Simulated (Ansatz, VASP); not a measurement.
Te in VASP and in Ansatz

```xyz
1
Lattice="2.9796 0.0000 0.0674 0.0000 3.3320 0.0000 -0.0934 0.0000 3.3298" Properties=species:S:1:pos:R:3 pbc="T T T"
Te    1.4431    0.0000    1.6986
```

Alike in both runs: functional PBE; k mesh 6 × 6 × 6; occupations gaussian, width 0.1 eV; no spin polarisation.

Ansatz relaxed the structure, and its values are those at the end. VASP's run is a single point on that final structure, the one shown.

|  | VASP | Ansatz |
| --- | --- | --- |
| version | VASP 6.6.1 | Ansatz 0.2.0 |
| potentials or method | VASP PAW PBE potentials, release 64 (Te), cutoff 520 eV | scalar-relativistic, plane waves, PAW |
| valence electrons in the cell | 6 | 16 |

```csv
,VASP,Ansatz,Ansatz less VASP
gap on the k mesh at the Fermi level (eV),none,none,-
pressure (GPa),0.0,0.1,+0.04
```

A gap of «none» marks a metal or a gap that the smearing closes. VASP's potentials hold 6 valence electrons a cell and Ansatz's 16, so a difference there can come from the potentials and not from the codes.

Spin-orbit coupling is off throughout.
